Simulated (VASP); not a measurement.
# InP (F-43m) in VASP: a series of runs

InP is run at these levels: PBE; tasks: single point.

Everything below comes from runs of VASP 6.6.1. Logs are shortened: lines on timing, memory, paths and dates and some standing lists are left out, and cuts for length are marked.

### Step 1. The cell of the first run

The structure is cubic, space group F-43m (No. 216). Conventional cell: a = 6.019 Å, b = 6.019 Å, c = 6.019 Å, α = 90.00°, β = 90.00°, γ = 90.00°. In (site symmetry -43m) has 4 P at 2.61 Å within 3.4 Å. Within 3.4 Å of P (site symmetry -43m) lie 4 In at 2.61 Å.

### Step 2. Single point, PBE (volume scaled by 1.03)

Contents of INCAR:

```
  ALGO = Normal
  EDIFF = 1E-6
  ENCUT = 520
  GGA = PE
  ISIF = 2
  ISMEAR = 0
  LASPH = True
  LCHARG = False
  LREAL = False
  LWAVE = False
  NBANDS = 16
  NELM = 100
  PREC = Accurate
  SIGMA = 0.02
```

Contents of KPOINTS:

```
k-points
0
Gamma
  10 10 10
```

Contents of POSCAR:

```
InP
1.0
    0.0000000000      3.0095414145      3.0095414145
    3.0095414145      0.0000000000      3.0095414145
    3.0095414145      3.0095414145      0.0000000000
In P
1 1
Direct
    0.0000000000      0.0000000000      0.0000000000
    0.2500000000      0.2500000000      0.2500000000
```

Potentials or basis: VASP PAW PBE potentials, release 64 (In_d, P).

Run with:

```console
> cat potpaw_PBE.64/In_d/POTCAR potpaw_PBE.64/P/POTCAR > POTCAR
> mpirun -np 1 vasp_std > vasp.out
```

OUTCAR:

```text
EDIFF = 1E-6
   ENCUT = 520
   GGA = PE
   ISIF = 2
   ISMEAR = 0
   LASPH = True
   LREAL = False
   NELM = 100
   PREC = Accurate

 ion  position               nearest neighbor table
   1  0.000  0.000  0.000-   2 2.61   2 2.61   2 2.61   2 2.61
   2  0.250  0.250  0.250-   1 2.61   1 2.61   1 2.61   1 2.61

  LATTYP: Found a face centered cubic cell.
 ALAT       =     6.0190828290

  Lattice vectors:

 A1 = (   0.0000000000,   3.0095414145,   3.0095414145)
 A2 = (   3.0095414145,   0.0000000000,   3.0095414145)
 A3 = (   3.0095414145,   3.0095414145,   0.0000000000)

Analysis of symmetry for initial positions (statically):
=====================================================================
 Subroutine PRICEL returns:
 Original cell was already a primitive cell.

 Routine SETGRP: Setting up the symmetry group for a
 face centered cubic supercell.

 Subroutine GETGRP returns: Found 24 space group operations
 (whereof 24 operations were pure point group operations)
 out of a pool of 48 trial point group operations.

The static configuration has the point symmetry T_d .

Analysis of symmetry for dynamics (positions and initial velocities):
=====================================================================
 Subroutine PRICEL returns:
 Original cell was already a primitive cell.

 Routine SETGRP: Setting up the symmetry group for a
 face centered cubic supercell.

 Subroutine GETGRP returns: Found 24 space group operations
 (whereof 24 operations were pure point group operations)
 out of a pool of 48 trial point group operations.

The dynamic configuration has the point symmetry T_d .

 Subroutine INISYM returns: Found 24 space group operations
 (whereof 24 operations are pure point group operations),
 and found     1 'primitive' translations

----------------------------------------------------------------------------------------

                                     Primitive cell

  volume of cell :      54.5169

  direct lattice vectors                    reciprocal lattice vectors
     0.000000000  3.009541415  3.009541415    -0.166138269  0.166138269  0.166138269
     3.009541415  0.000000000  3.009541415     0.166138269 -0.166138269  0.166138269
     3.009541415  3.009541415  0.000000000     0.166138269  0.166138269 -0.166138269

  length of vectors
     4.256134285  4.256134285  4.256134285     0.287759922  0.287759922  0.287759922

  position of ions in fractional coordinates (direct lattice)
     0.000000000  0.000000000  0.000000000
     0.250000000  0.250000000  0.250000000

  ion indices of the primitive-cell ions
   primitive index   ion index
                 1           1
                 2           2

----------------------------------------------------------------------------------------

 KPOINTS: k-points

Automatic generation of k-mesh.
 Grid dimensions read from file:
 generate k-points for:   10   10   10

 Generating k-lattice:

  Cartesian coordinates                     Fractional coordinates (reciprocal lattice)
    -0.016613827  0.016613827  0.016613827     0.100000000  0.000000000  0.000000000
     0.016613827 -0.016613827  0.016613827     0.000000000  0.100000000  0.000000000
     0.016613827  0.016613827 -0.016613827     0.000000000  0.000000000  0.100000000

  Length of vectors
     0.028775992  0.028775992  0.028775992

  Shift w.r.t. Gamma in fractional coordinates (k-lattice)
     0.000000000  0.000000000  0.000000000

 Subroutine IBZKPT returns following result:
 ===========================================

 Found     47 irreducible k-points:

 Following reciprocal coordinates:
            Coordinates               Weight
  0.000000  0.000000  0.000000      1.000000
  0.100000  0.000000  0.000000      8.000000
  0.200000  0.000000  0.000000      8.000000
  0.300000  0.000000  0.000000      8.000000
  0.400000  0.000000  0.000000      8.000000
  0.500000  0.000000  0.000000      4.000000
[... 16 lines left out ...]
  0.300000  0.300000  0.000000      6.000000
  0.400000  0.300000  0.000000     24.000000
 [... further k-points ...]
   k-points           NKPTS =     47   k-points in BZ     NKDIM =     47   number of bands    NBANDS=     16
   number of dos      NEDOS =    301   number of ions     NIONS =      2
   total plane-waves  NPLWV =  32768
   dimension x,y,z NGX =    32 NGY =   32 NGZ =   32
   dimension x,y,z NGXF=    64 NGYF=   64 NGZF=   64
   ions per type =               1   1
   NGX,Y,Z   is equivalent  to a cutoff of  12.50, 12.50, 12.50 a.u.
   NGXF,Y,Z  is equivalent  to a cutoff of  25.00, 25.00, 25.00 a.u.
 SYSTEM =  unknown system
   PREC   = accura    normal or accurate (medium, high low for compatibility)
   ISTART =      0    job   : 0-new  1-cont  2-samecut
   ICHARG =      2    charge: 1-file 2-atom 10-const
   ISPIN  =      1    spin polarized calculation?
   LNONCOLLINEAR =      F non collinear calculations
   LSORBIT =      F    spin-orbit coupling
   LASPH  =      T    aspherical Exc in radial PAW
   ENCUT  =  520.0 eV  38.22 Ry    6.18 a.u.   7.91  7.91  7.91*2*pi/ulx,y,z
   NELM   =    100;   NELMIN=  2; NELMDL= -5     # of ELM steps
   EDIFF  = 0.1E-05   stopping-criterion for ELM
   LREAL  =      F    real-space projection
   EDIFFG = 0.1E-04   stopping-criterion for IOM
   NSW    =      0    number of steps for IOM
   IBRION =     -1    ionic relax: 0-MD 1-quasi-New 2-CG
   NFREE  =      0    steps in history (QN), initial steepest desc. (CG)
   ISIF   =      2    stress and relaxation
   ISYM   =      2    0-nonsym 1-usesym 2-fastsym
   POTIM  = 0.5000    time-step for ionic-motion
   TEBEG  =    0.0;   TEEND  =   0.0 temperature during run
   PSTRESS=    0.0 pullay stress
   NELECT =      18.0000    total number of electrons
   NUPDOWN=      -1.0000    fix difference up-down
   EMIN   =  10.00;   EMAX   =-10.00  energy-range for DOS
   EFERMI =   0.00;   METHOD = LEGACY
   ISMEAR =     0;   SIGMA  =   0.02  broadening in eV -4-tet -1-fermi 0-gaus
   EFERMI_NEDOS =   21; number of points for ismear=-14 and -15
   IALGO  =     38    algorithm
   IMIX   =      4    mixing-type and parameters
     AMIX     =   0.40;   BMIX     =  1.00
     AMIX_MAG =   1.60;   BMIX_MAG =  1.00
  volume/ion in A,a.u.               =      27.26       183.95
  Fermi-wavevector in a.u.,A,eV,Ry     =   1.131502  2.138229 17.419497  1.280297
  Thomas-Fermi vector in A             =   2.268201
   LORBIT       =      0    0 simple, 1 ext, 2 COOP (PROOUT), +10 PAW based schemes
   GGA     = PE    functional components
   LHFCALC =     F    Hartree Fock is set to
   AEXX    =    0.0000 exact exchange contribution
   IVDW    =     0    specifies the selected vdW correction
   LEPSILON=     F    determine dielectric tensor
   LRPA    =     F    only Hartree local field effects (RPA)
 non-spin polarized calculation
 Gauss-broadening in eV      SIGMA  =   0.02
  energy-cutoff  :      520.00
  volume of cell :       54.52
 maximum number of plane-waves:      1479
   NGX = 15   NGY = 15   NGZ = 15

 number of electron      17.9999994 magnetization

 Free energy of the ion-electron system (eV)
  ---------------------------------------------------
  ext. energy  EPLUGINS =         0.00000000
  ---------------------------------------------------
  free energy    TOTEN  =        -8.39944223 eV

  energy without entropy =       -8.39944223  energy(sigma->0) =       -8.39944223

 E-fermi :   4.4564     XC(G=0):  -8.9341

 val. band max:        4.3533046298   @ k =   0.0000   0.0000   0.0000
 cond. band min:       4.6297612375   @ k =   0.0000   0.0000   0.0000
 fundamental gap:      0.2764566077
 Fermi energy:         4.4564247580

 k-point     1 :       0.0000    0.0000    0.0000
  band No.  band energies     occupation
      1      -9.6965      2.00000
      2      -9.6965      2.00000
      3      -9.6965      2.00000
      4      -9.5805      2.00000
      5      -9.5805      2.00000
      6      -6.6475      2.00000
[... 8 lines left out ...]
     15      13.6727      0.00000
     16      13.6727      0.00000

 k-point     2 :       0.1000    0.0000    0.0000
  band No.  band energies     occupation
      1      -9.7051      2.00000
      2      -9.6928      2.00000
      3      -9.6928      2.00000
      4      -9.5805      2.00000
      5      -9.5805      2.00000
      6      -6.5467      2.00000
[... 8 lines left out ...]
     15      13.2229      0.00000
     16      13.2229      0.00000

 k-point     3 :       0.2000    0.0000    0.0000
  band No.  band energies     occupation
      1      -9.7273      2.00000
      2      -9.6838      2.00000
      3      -9.6838      2.00000
      4      -9.5796      2.00000
      5      -9.5796      2.00000
      6      -6.2576      2.00000
[... 8 lines left out ...]
     15      12.8298      0.00000
     16      13.5185      0.00000

 k-point     4 :       0.3000    0.0000    0.0000
  band No.  band energies     occupation
      1      -9.7536      2.00000
      2      -9.6745      2.00000
      3      -9.6745      2.00000
      4      -9.5766      2.00000
      5      -9.5766      2.00000
      6      -5.8292      2.00000
[... 8 lines left out ...]
     15      13.0860      0.00000
     16      13.1405      0.00000

 k-point     5 :       0.4000    0.0000    0.0000
  band No.  band energies     occupation
      1      -9.7744      2.00000
      2      -9.6687      2.00000
      3      -9.6687      2.00000
      4      -9.5724      2.00000
      5      -9.5724      2.00000
      6      -5.3840      2.00000
[... 8 lines left out ...]
     15      13.9823      0.00000
     16      13.9823      0.00000

 k-point     6 :       0.5000    0.0000    0.0000
  band No.  band energies     occupation
      1      -9.7822      2.00000
      2      -9.6669      2.00000
      3      -9.6669      2.00000
      4      -9.5703      2.00000
      5      -9.5703      2.00000
      6      -5.1728      2.00000
[... 8 lines left out ...]
     15      14.7964      0.00000
     16      14.7964      0.00000
[... 267 lines left out ...]
 k-point    21 :      -0.3000    0.2000    0.0000
  band No.  band energies     occupation
      1      -9.7794      2.00000
      2      -9.6622      2.00000
      3      -9.6574      2.00000
      4      -9.5798      2.00000
      5      -9.5756      2.00000
      6      -5.2581      2.00000
[... 8 lines left out ...]
     15      14.2776      0.00000
     16      15.5589      0.00000

 k-point    22 :      -0.2000    0.2000    0.0000
  band No.  band energies     occupation
      1      -9.7620      2.00000
      2      -9.6685      2.00000
      3      -9.6669      2.00000
      4      -9.5837      2.00000
      5      -9.5739      2.00000
      6      -5.6827      2.00000
[... 8 lines left out ...]
     15      14.3045      0.00000
     16      15.2720      0.00000

 k-point    23 :       0.3000    0.3000    0.0000
  band No.  band energies     occupation
      1      -9.7927      2.00000
      2      -9.6457      2.00000
      3      -9.6457      2.00000
      4      -9.6029      2.00000
      5      -9.5633      2.00000
      6      -5.5508      2.00000
[... 8 lines left out ...]
     15      14.4404      0.00000
     16      16.7272      0.00000

 k-point    24 :       0.4000    0.3000    0.0000
  band No.  band energies     occupation
      1      -9.8076      2.00000
      2      -9.6387      2.00000
      3      -9.6363      2.00000
      4      -9.6054      2.00000
      5      -9.5605      2.00000
      6      -5.1928      2.00000
[... 8 lines left out ...]
     15      14.8327      0.00000
     16      16.5942      0.00000

 [... further k-points ...]
[... 5 lines left out ...]
  --------------------------------------------------------------------------------------
  -------------------------------------------------------------------------------------
  Total       -0.5789176     -0.5789176     -0.5789176      0.0000000      0.0000000     -0.0000000
  in kB      -17.0136047    -17.0136047    -17.0136047      0.0000000      0.0000000     -0.0000000
  external PRESSURE =     -17.0136047 kB  Pullay stress =       0.0000000 kB

 VOLUME and BASIS-vectors are now :
 -----------------------------------------------------------------------------
  energy-cutoff  :      520.00
  volume of cell :       54.52
      direct lattice vectors                 reciprocal lattice vectors
     0.000000000  3.009541415  3.009541415    -0.166138269  0.166138269  0.166138269
     3.009541415  0.000000000  3.009541415     0.166138269 -0.166138269  0.166138269
     3.009541415  3.009541415  0.000000000     0.166138269  0.166138269 -0.166138269

 POSITION                                       TOTAL-FORCE (eV/Angst)
 -----------------------------------------------------------------------------------
      0.00000      0.00000      0.00000        -0.000000      0.000000     -0.000000
      1.50477      1.50477      1.50477         0.000000     -0.000000      0.000000
 -----------------------------------------------------------------------------------
    total drift:                               -0.000000     -0.000000     -0.000000

  FREE ENERGIE OF THE ION-ELECTRON SYSTEM (eV)
  ---------------------------------------------------
  free  energy   TOTEN  =        -8.3994422335 eV

  energy  without entropy=       -8.3994422335  energy(sigma->0) =       -8.39944223
```

It took 13 s on 1 thread of Intel Xeon 6975P-C (Granite Rapids), shared host; peak memory 0.19 GiB.

Results:

```
Free energy            : -8.3994 eV
Pressure               : -1.7 GPa
Band gap on the k mesh : 0.28 eV, direct
```

Caveat: the cell differs from its parent crystal (volume scaled by 1.03); spin-orbit coupling is left out, which moves the levels of the heavy elements.

### Step 3. Single point, PBE (volume scaled by 1.06)

Contents of INCAR:

```
SYSTEM = InP
ALGO = Normal
EDIFF = 1E-7
ENCUT = 520
GGA = PE
ISIF = 2
ISMEAR = 0
LASPH = .TRUE.
LCHARG = .FALSE.
LREAL = .FALSE.
LWAVE = .FALSE.
NBANDS = 16
NELM = 60
PREC = Accurate
SIGMA = 0.02
```

Contents of KPOINTS:

```
k-points
0
G
  10 10 10
  0 0 0
```

Contents of POSCAR:

```
InP
1.0
    0.0000000000      3.0384810880      3.0384810880
    3.0384810880      0.0000000000      3.0384810880
    3.0384810880      3.0384810880      0.0000000000
In P
1 1
Direct
    0.0000000000      0.0000000000      0.0000000000
    0.2500000000      0.2500000000      0.2500000000
```

Potentials or basis: VASP PAW PBE potentials, release 64 (In_d, P).

Run with:

```console
> cat potpaw_PBE.64/In_d/POTCAR potpaw_PBE.64/P/POTCAR > POTCAR
> mpirun -np 1 vasp_std > vasp.out
```

Wall time 16 s (1 thread of Intel Xeon 6975P-C (Granite Rapids), shared host); peak memory 0.2 GiB.

It converged, with:

```
Free energy            : -8.3760 eV
Pressure               : -3.1 GPa
Band gap on the k mesh : 0.12 eV, direct
```

Levels at points of the mesh, in eV from the valence-band top:
| k point | band 7 | band 8 | band 9 | band 10 | band 11 | band 12 |
| --- | --- | --- | --- | --- | --- | --- |
| (0.00, 0.00, 0.00) | 0.00 | 0.00 | 0.00 | 0.12 | 4.07 | 4.07 |
| (0.50, 0.00, 0.00) | -5.20 | -0.82 | -0.82 | 1.24 | 4.78 | 4.78 |
| (0.50, 0.50, 0.00) | -5.31 | -1.98 | -1.98 | 1.93 | 2.24 | 8.57 |

Caveat: the cell differs from its parent crystal (volume scaled by 1.06); spin-orbit coupling is left out, which moves the levels of the heavy elements.

### Step 4. Single point, PBE (volume scaled by 1.10)

Contents of INCAR:

```
SYSTEM = InP
ALGO = Normal ; EDIFF = 1E-7
ENCUT = 520 ; GGA = PE
ISIF = 2 ; ISMEAR = 0
LASPH = .True. ; LCHARG = .True.
LELF = .True. ; LREAL = .False.
LVHAR = .True. ; LWAVE = .False.
NBANDS = 16 ; NELM = 60
PREC = Accurate ; SIGMA = 0.02
```

Contents of KPOINTS:

```
k-points
0
Gamma
  10 10 10
  0 0 0
```

Contents of POSCAR:

```
InP
1.0
    0.0000000000      3.0762300545      3.0762300545
    3.0762300545      0.0000000000      3.0762300545
    3.0762300545      3.0762300545      0.0000000000
In P
1 1
Direct
    0.0000000000      0.0000000000      0.0000000000
    0.2500000000      0.2500000000      0.2500000000
```

Run with:

```console
> cat potpaw_PBE.64/In_d/POTCAR potpaw_PBE.64/P/POTCAR > POTCAR
> mpirun -np 1 vasp_std > vasp.out
```

It took 16 s on 1 thread of Intel Xeon 6975P-C (Granite Rapids), shared host; peak memory 0.19 GiB.

The run converged. Its results:

```yaml
Free_energy: -8.3260 eV
Pressure: -4.5 GPa
Band_gap_on_the_k_mesh: zero (filled and empty bands touch)
```

Levels at points of the mesh, in eV from the Fermi level:
```csv
k point,band 6,band 7,band 8,band 9,band 10,band 11,band 12,band 13
"(0.00, 0.00, 0.00)",-10.63,-0.08,-0.01,-0.01,-0.01,4.05,4.05,4.05
"(0.50, 0.00, 0.00)",-9.34,-5.05,-0.79,-0.79,1.14,4.75,4.75,6.71
"(0.50, 0.50, 0.00)",-8.84,-5.18,-1.88,-1.88,1.98,2.21,8.36,8.62
```

Caveat: the cell differs from its parent crystal (volume scaled by 1.10); spin-orbit coupling is left out, which moves the levels of the heavy elements.

### Step 5. Single point, PBE

This run uses another cell than the first one, of 21.48 Å³/atom, 0.788 times its volume.

Contents of INCAR:

```
SYSTEM = InP
ALGO     = Normal         ! electronic algorithm
EDIFF    = 1E-6           ! SCF threshold, eV
ENCUT    = 520            ! plane-wave cutoff, eV
GGA      = PE             ! functional
ISIF     = 2              ! what is computed and relaxed
ISMEAR   = 0              ! smearing method
LASPH    = .True.         ! aspherical terms in the spheres
LCHARG   = .False.        ! write CHGCAR
LREAL    = .False.        ! projectors in reciprocal space
LWAVE    = .False.        ! write WAVECAR
NBANDS   = 16             ! bands
NELM     = 100            ! most SCF steps
PREC     = Accurate       ! precision mode
SIGMA    = 0.01           ! smearing width, eV
```

KPOINTS is that of step 4.

Contents of POSCAR:

```
InP
1.0
    0.0000000000      2.7799418883      2.7799418883
    2.7799418883      0.0000000000      2.7799418883
    2.7799418883      2.7799418883      0.0000000000
In P
1 1
Direct
    0.0000000000      0.0000000000      0.0000000000
    0.7500000000      0.7500000000      0.7500000000
```

Run with:

```console
> cat potpaw_PBE.64/In_d/POTCAR potpaw_PBE.64/P/POTCAR > POTCAR
> mpirun -np 1 vasp_std > vasp.out
```

Run time: 32 s. Hardware: 1 thread of Intel Xeon Platinum 8259CL at 2.50GHz (Skylake/Cascade Lake), shared host; peak memory 0.18 GiB.

It converged, with:

```yaml
Free_energy: -7.8980 eV
Pressure: 19.8 GPa
Band_gap_on_the_k_mesh: 1.45 eV, indirect (least direct gap 1.55 eV)
```

Levels at points of the mesh, in eV from the valence-band top:
| k point | band 5 | band 6 | band 7 | band 8 | band 9 | band 10 | band 11 | band 12 | band 13 | band 14 |
| --- | --- | --- | --- | --- | --- | --- | --- | --- | --- | --- |
| (0.00, 0.00, 0.00) | -14.38 | -12.73 | 0.00 | 0.00 | 0.00 | 1.55 | 4.03 | 4.03 | 4.03 | 9.35 |
| (0.50, 0.00, 0.00) | -14.35 | -10.42 | -6.69 | -1.23 | -1.23 | 1.86 | 4.77 | 4.77 | 7.31 | 10.29 |
| (0.50, 0.50, 0.00) | -14.32 | -9.58 | -6.52 | -2.92 | -2.92 | 1.45 | 2.17 | 10.27 | 10.63 | 10.63 |

Caveat: spin-orbit coupling is left out, which moves the levels of the heavy elements. A k mesh can miss the band edges.

### Step 6. The runs side by side

| cell | smearing | gap on the mesh (eV) | pressure (GPa) |
| --- | --- | --- | --- |
| a = 4.256 Å, angles 60.0°, 2 atoms | gaussian 0.02 eV | 0.28 | -1.7 |
| a = 4.297 Å, angles 60.0°, 2 atoms | gaussian 0.02 eV | 0.12 | -3.1 |
| a = 4.350 Å, angles 60.0°, 2 atoms | gaussian 0.02 eV | none | -4.5 |
| a = 3.931 Å, angles 60.0°, 2 atoms | gaussian 0.01 eV | 1.45 | 19.8 |

Alike in all rows: task single point; level PBE; potentials or basis VASP PAW PBE potentials, release 64 (In_d, P); no spin polarisation; k mesh 10 × 10 × 10; cutoff (eV) 520.

Caveats: spin-orbit coupling is left out, which moves the levels of the heavy elements.

Absolute energies hang on the potentials; compare differences alone.
